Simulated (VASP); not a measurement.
# CoH3 (P4/mmm) in VASP: relaxation of cell and atoms with PBE

Aim: the relaxation of cell and atoms of CoH3 with PBE.

Everything below comes from runs of VASP 6.6.1. Logs are shortened: lines on timing, memory, paths and dates and some standing lists are left out, and cuts for length are marked.

**1. The cell of the first run**

Symmetry: P4/mmm, No. 123, tetragonal system. Conventional cell: a = 3.713 Å, b = 3.713 Å, c = 2.969 Å, α = 90.00°, β = 90.00°, γ = 90.00°. Co (site symmetry 4/mmm) has 20 H at 2.63 to 3.28 Å and 2 Co at 2.97 Å within 3.5 Å. H (site symmetry 4mm) has 2 H at 0.95 to 1.01 Å within 1.3 Å. Within 1.4 Å of H (site symmetry 4/mmm) lie 2 H at 1.01 Å.

The cell was built from a structure type or drawn by symmetry, and may not be a known phase.

**2. Relaxation of cell and atoms, PBE, collinear spin, ferromagnetic start**

INCAR reads:

```
SYSTEM = CoH3
PREC     = Accurate       ! precision mode
ENCUT    = 600            ! plane-wave cutoff, eV
EDIFF    = 1E-7           ! SCF threshold, eV
ISMEAR   = 0              ! smearing method
SIGMA    = 0.15           ! smearing width, eV
LREAL    = .FALSE.        ! projectors in reciprocal space
LASPH    = .TRUE.         ! aspherical terms in the spheres
NELM     = 150            ! most SCF steps
ALGO     = Normal         ! electronic algorithm
ISIF     = 3              ! what is computed and relaxed
LWAVE    = .FALSE.        ! write WAVECAR
LCHARG   = .FALSE.        ! write CHGCAR
ISPIN    = 2              ! spin polarisation
MAGMOM   = 3 0 0 0        ! initial moments
LORBIT   = 11             ! projections on sites
LMAXMIX  = 4              ! l up to which the mixer works
GGA      = PE             ! functional
IBRION   = 2              ! ionic algorithm
NSW      = 36             ! ionic steps
EDIFFG   = -0.08          ! ionic threshold
```

KPOINTS reads:

```
Automatic mesh
0
G
  4 4 5
  0 0 0
```

POSCAR reads:

```
CoH3
1.0
    3.7132167100      0.0000000000      0.0000000000
    0.0000000000      3.7132167100      0.0000000000
    0.0000000000      0.0000000000      2.9686987600
Co H
1 3
Direct
    0.0000000000      0.0000000000      0.0000000000
    0.5000000000      0.5000000000      0.6594341700
    0.5000000000      0.5000000000      0.3405658300
    0.5000000000      0.5000000000      0.0000000000
```

Potentials or basis: VASP PAW PBE potentials, release 64 (Co, H).

Run with:

```sh
cat potpaw_PBE.64/Co/POTCAR potpaw_PBE.64/H/POTCAR > POTCAR
mpirun -np 1 vasp_std > vasp.out
```

OUTCAR:

```text
SYSTEM = CoH3
   PREC = Accurate
   ENCUT = 600
   EDIFF = 1E-7
   ISMEAR = 0
   LREAL = .FALSE.
   LASPH = .TRUE.
   NELM = 150
   ISIF = 3
   ISPIN = 2
   LORBIT = 11
   GGA = PE
   IBRION = 2
   NSW = 36
   EDIFFG = -0.08

 ion  position               nearest neighbor table
   1  0.000  0.000  0.000-
   2  0.500  0.500  0.659-
   3  0.500  0.500  0.341-
   4  0.500  0.500  0.000-

  LATTYP: Found a simple tetragonal cell.
 ALAT       =     3.7132167100
 C/A-ratio  =     0.7994951525

  Lattice vectors:

 A1 = (   3.7132167100,   0.0000000000,   0.0000000000)
 A2 = (   0.0000000000,   3.7132167100,   0.0000000000)
 A3 = (   0.0000000000,   0.0000000000,   2.9686987600)

Analysis of symmetry for initial positions (statically):
=====================================================================
 Subroutine PRICEL returns:
 Original cell was already a primitive cell.

 Routine SETGRP: Setting up the symmetry group for a
 simple tetragonal supercell.

 Subroutine GETGRP returns: Found 16 space group operations
 (whereof 16 operations were pure point group operations)
 out of a pool of 16 trial point group operations.

The static configuration has the point symmetry D_4h.

Analysis of symmetry for dynamics (positions and initial velocities):
=====================================================================
 Subroutine PRICEL returns:
 Original cell was already a primitive cell.

 Routine SETGRP: Setting up the symmetry group for a
 simple tetragonal supercell.

 Subroutine GETGRP returns: Found 16 space group operations
 (whereof 16 operations were pure point group operations)
 out of a pool of 16 trial point group operations.

The dynamic configuration has the point symmetry D_4h.

Analysis of structural, dynamic, and magnetic symmetry:
=====================================================================
 Subroutine PRICEL returns:
 Original cell was already a primitive cell.

 Routine SETGRP: Setting up the symmetry group for a
 simple tetragonal supercell.

 Subroutine GETGRP returns: Found 16 space group operations
 (whereof 16 operations were pure point group operations)
 out of a pool of 16 trial point group operations.

The overall configuration has the point symmetry D_4h.

 Subroutine INISYM returns: Found 16 space group operations
 (whereof 16 operations are pure point group operations),
 and found     1 'primitive' translations

----------------------------------------------------------------------------------------

                                     Primitive cell

  volume of cell :      40.9324

  direct lattice vectors                    reciprocal lattice vectors
     3.713216710  0.000000000  0.000000000     0.269308279  0.000000000  0.000000000
     0.000000000  3.713216710  0.000000000     0.000000000  0.269308279  0.000000000
     0.000000000  0.000000000  2.968698760     0.000000000  0.000000000  0.336847919

  length of vectors
     3.713216710  3.713216710  2.968698760     0.269308279  0.269308279  0.336847919

  position of ions in fractional coordinates (direct lattice)
     0.000000000  0.000000000  0.000000000
     0.500000000  0.500000000  0.659434170
     0.500000000  0.500000000  0.340565830
     0.500000000  0.500000000  0.000000000

  ion indices of the primitive-cell ions
   primitive index   ion index
                 1           1
                 2           2
                 3           3
                 4           4

----------------------------------------------------------------------------------------

 KPOINTS: Automatic mesh

Automatic generation of k-mesh.
 Grid dimensions read from file:
 generate k-points for:    4    4    5

 Generating k-lattice:

  Cartesian coordinates                     Fractional coordinates (reciprocal lattice)
     0.067327070  0.000000000  0.000000000     0.250000000  0.000000000  0.000000000
     0.000000000  0.067327070  0.000000000     0.000000000  0.250000000  0.000000000
     0.000000000  0.000000000  0.067369584     0.000000000  0.000000000  0.200000000

  Length of vectors
     0.067327070  0.067327070  0.067369584

  Shift w.r.t. Gamma in fractional coordinates (k-lattice)
     0.000000000  0.000000000  0.000000000

 Subroutine IBZKPT returns following result:
 ===========================================

 Found     18 irreducible k-points:

 Following reciprocal coordinates:
            Coordinates               Weight
  0.000000  0.000000  0.000000      1.000000
  0.250000  0.000000  0.000000      4.000000
  0.500000  0.000000  0.000000      2.000000
  0.250000  0.250000  0.000000      4.000000
  0.500000  0.250000  0.000000      4.000000
  0.500000  0.500000  0.000000      1.000000
[... 10 lines left out ...]
  0.500000  0.250000  0.400000      8.000000
  0.500000  0.500000  0.400000      2.000000
   k-points           NKPTS =     18   k-points in BZ     NKDIM =     18   number of bands    NBANDS=     12
   number of dos      NEDOS =    301   number of ions     NIONS =      4
   total plane-waves  NPLWV =  21600
   dimension x,y,z NGX =    30 NGY =   30 NGZ =   24
   dimension x,y,z NGXF=    60 NGYF=   60 NGZF=   48
   ions per type =               1   3
   NGX,Y,Z   is equivalent  to a cutoff of  13.43, 13.43, 13.44 a.u.
   NGXF,Y,Z  is equivalent  to a cutoff of  26.86, 26.86, 26.88 a.u.
 SYSTEM =  CoH3
   PREC   = accura    normal or accurate (medium, high low for compatibility)
   ISTART =      0    job   : 0-new  1-cont  2-samecut
   ICHARG =      2    charge: 1-file 2-atom 10-const
   ISPIN  =      2    spin polarized calculation?
   LNONCOLLINEAR =      F non collinear calculations
   LSORBIT =      F    spin-orbit coupling
   LASPH  =      T    aspherical Exc in radial PAW
   ENCUT  =  600.0 eV  44.10 Ry    6.64 a.u.   7.42  7.42  5.93*2*pi/ulx,y,z
   NELM   =    150;   NELMIN=  2; NELMDL= -5     # of ELM steps
   EDIFF  = 0.1E-06   stopping-criterion for ELM
   LREAL  =      F    real-space projection
   EDIFFG = -.8E-01   stopping-criterion for IOM
   NSW    =     36    number of steps for IOM
   IBRION =      2    ionic relax: 0-MD 1-quasi-New 2-CG
   NFREE  =      1    steps in history (QN), initial steepest desc. (CG)
   ISIF   =      3    stress and relaxation
   ISYM   =      2    0-nonsym 1-usesym 2-fastsym
   POTIM  = 0.5000    time-step for ionic-motion
   TEBEG  =    0.0;   TEEND  =   0.0 temperature during run
   PSTRESS=    0.0 pullay stress
   NELECT =      12.0000    total number of electrons
   NUPDOWN=      -1.0000    fix difference up-down
   EMIN   =  10.00;   EMAX   =-10.00  energy-range for DOS
   EFERMI =   0.00;   METHOD = LEGACY
   ISMEAR =     0;   SIGMA  =   0.15  broadening in eV -4-tet -1-fermi 0-gaus
   EFERMI_NEDOS =   21; number of points for ismear=-14 and -15
   IALGO  =     38    algorithm
   IMIX   =      4    mixing-type and parameters
     AMIX     =   0.40;   BMIX     =  1.00
     AMIX_MAG =   1.60;   BMIX_MAG =  1.00
  volume/ion in A,a.u.               =      10.23        69.06
  Fermi-wavevector in a.u.,A,eV,Ry     =   1.087543  2.055158 16.092280  1.182749
  Thomas-Fermi vector in A             =   2.223704
   LORBIT       =     11    0 simple, 1 ext, 2 COOP (PROOUT), +10 PAW based schemes
   GGA     = PE    functional components
   LHFCALC =     F    Hartree Fock is set to
   AEXX    =    0.0000 exact exchange contribution
   IVDW    =     0    specifies the selected vdW correction
   LEPSILON=     F    determine dielectric tensor
   LRPA    =     F    only Hartree local field effects (RPA)
 conjugate gradient relaxation of ions
 spin polarized calculation
 Gauss-broadening in eV      SIGMA  =   0.15
  energy-cutoff  :      600.00
  volume of cell :       40.93
 maximum number of plane-waves:      1380
 NGX is ok and might be reduce to    30
   NGX = 15   NGY = 15   NGZ = 11

--------------------------------------- Ionic step        1  -------------------------------------------

 number of electron      11.9999993 magnetization       1.9379338

 Free energy of the ion-electron system (eV)
  ---------------------------------------------------
  ext. energy  EPLUGINS =         0.00000000
  ---------------------------------------------------
  free energy    TOTEN  =       -12.34778532 eV

  energy without entropy =      -12.31640535  energy(sigma->0) =      -12.33209533

------------------------ aborting loop because EDIFF is reached ----------------------------------------

  FORCE on cell =-STRESS in cart. coord.  units (eV):
  Direction    XX          YY          ZZ          XY          YZ          ZX
  --------------------------------------------------------------------------------------
  -------------------------------------------------------------------------------------
  Total       -0.8036370     -0.8036370     -1.9842743      0.0000000      0.0000000      0.0000000
  in kB      -31.4560189    -31.4560189    -77.6686164      0.0000000      0.0000000      0.0000000
  external PRESSURE =     -46.8602181 kB  Pullay stress =       0.0000000 kB
[... 213 lines left out ...]
  energy  without entropy=      -12.4686871819  energy(sigma->0) =      -12.48142925

--------------------------------------- Ionic step        7  -------------------------------------------

 number of electron      11.9999993 magnetization       1.9710415

 Free energy of the ion-electron system (eV)
  ---------------------------------------------------
  ext. energy  EPLUGINS =         0.00000000
  ---------------------------------------------------
  free energy    TOTEN  =       -12.49713831 eV

  energy without entropy =      -12.47227010  energy(sigma->0) =      -12.48470421

 E-fermi :   2.8531     XC(G=0):  -9.4048

 val. band max:        2.8499394032   @ k =   0.0000   0.0000   0.0000
 cond. band min:       2.8814659534   @ k =   0.5000   0.0000   0.0000
 fundamental gap:      0.0315265503
 Fermi energy:         2.8530899483

 spin component 1

 k-point     1 :       0.0000    0.0000    0.0000
  band No.  band energies     occupation
      1      -9.8931      1.00000
      2      -0.4584      1.00000
      3       0.1990      1.00000
      4       0.4497      1.00000
      5       1.3735      1.00000
      6       1.3735      1.00000
      7       1.7480      1.00000
      8       7.5116      0.00000
      9       7.5116      0.00000
     10      10.6972      0.00000
     11      10.7364      0.00000
     12      11.7649      0.00000
[... 241 lines left out ...]
 k-point    18 :       0.5000    0.5000    0.4000
  band No.  band energies     occupation
      1      -5.9860      1.00000
      2      -2.0091      1.00000
      3       0.2387      1.00000
      4       0.2387      1.00000
      5       0.7875      1.00000
      6       1.2474      1.00000
      7       1.2816      1.00000
      8       5.7032      0.00000
      9       6.3779      0.00000
     10       6.3779      0.00000
     11      10.8600      0.00000
     12      11.5462      0.00000
 Fermi energy:         2.8530899483

 spin component 2

 k-point     1 :       0.0000    0.0000    0.0000
  band No.  band energies     occupation
      1      -9.9749      1.00000
      2       0.6607      1.00000
      3       1.5867      1.00000
      4       2.8499      0.51185
      5       3.1718      0.00133
      6       3.1720      0.00132
      7       3.2234      0.00024
      8       7.7067      0.00000
      9       7.7067      0.00000
     10      10.6427      0.00000
     11      10.6532      0.00000
     12      11.7861      0.00000
[... 284 lines left out ...]
  FREE ENERGIE OF THE ION-ELECTRON SYSTEM (eV)
  ---------------------------------------------------
  free  energy   TOTEN  =       -12.4971383129 eV

  energy  without entropy=      -12.4722700995  energy(sigma->0) =      -12.48470421

 reached required accuracy - stopping structural energy minimisation

 total charge

# of ion       s       p       d       tot
------------------------------------------
    1        0.410   0.098   7.212   7.720
    2        0.577   0.039   0.000   0.615
    3        0.577   0.039   0.000   0.615
    4        0.560   0.039   0.000   0.599
--------------------------------------------------
tot          2.123   0.215   7.212   9.550

 magnetization (x)

# of ion       s       p       d       tot
------------------------------------------
    1        0.030  -0.009   2.019   2.039
    2       -0.007  -0.003   0.000  -0.010
    3       -0.007  -0.003   0.000  -0.010
    4       -0.007  -0.002   0.000  -0.009
--------------------------------------------------
tot          0.010  -0.017   2.019   2.011
```

It took 3.2 min on 1 thread of Intel Xeon Platinum 8259CL at 2.50GHz (Skylake/Cascade Lake), shared host; peak memory 0.19 GiB.

Results:

| Quantity | Value |
| --- | --- |
| Free energy | -12.4971 eV |
| Relaxed volume | 8.57 Å³/atom |
| Relaxed cell | a = 3.566 Å, b = 3.566 Å, c = 2.697 Å, α = 90.00°, β = 90.00°, γ = 90.00° |
| Space group after relaxing (to 0.1 Å) | P4/mmm (No. 123) |
| Energy gained by relaxing | 37.3 meV/atom |
| Ionic steps | 7 |
| Pressure after relaxing | -0.3 GPa |
| Largest force after relaxing | 0.056 eV/Å |
| Band gap on the k mesh | zero (filled and empty bands overlap) |
| Net moment | 1.97 μB per cell |
| Site moments | Co +2.04; H -0.01 μB |
| Valence electrons inside the program's atomic spheres | Co 7.72; H 0.61, 0.60 (each value once) |

Forces in eV/Å, atoms in the order of the input:
```
Co   0.000  0.000  0.000
H    0.000  0.000 -0.056
H    0.000  0.000  0.056
H    0.000  0.000  0.000
```

Step by step:
| step | energy change (eV) | largest force (eV/Å) | pressure (GPa) | volume (Å³) |
| --- | --- | --- | --- | --- |
| 1 | 0.0000 | 0.1538 | -4.69 | 40.93 |
| 2 | -0.0575 | 0.0890 | -3.82 | 39.18 |
| 3 | -0.1056 | 0.5819 | -2.55 | 36.95 |
| 4 | -0.0408 | 2.2811 | 3.13 | 32.71 |
| 5 | -0.1148 | 0.8055 | -1.76 | 36.06 |
| 6 | -0.1464 | 0.1923 | -0.82 | 34.78 |
| 7 | -0.1494 | 0.0565 | -0.32 | 34.30 |

Final structure:
```
CELL_PARAMETERS angstrom
3.56630 0.00000 0.00000
0.00000 3.56630 0.00000
0.00000 0.00000 2.69676
ATOMIC_POSITIONS crystal
Co 0.00000 0.00000 0.00000
H 0.50000 0.50000 0.66283
H 0.50000 0.50000 0.33717
H 0.50000 0.50000 0.00000
```

Caveat: the k points lie up to 0.47 Å⁻¹ apart in the final cell, too coarse for converged energies and pressures of a metal; the volume moved by over 15 % at a fixed basis, so the end points are rough; the relaxation stopped at a loose force limit of 0.08 eV/Å, so its end isn't a converged minimum.
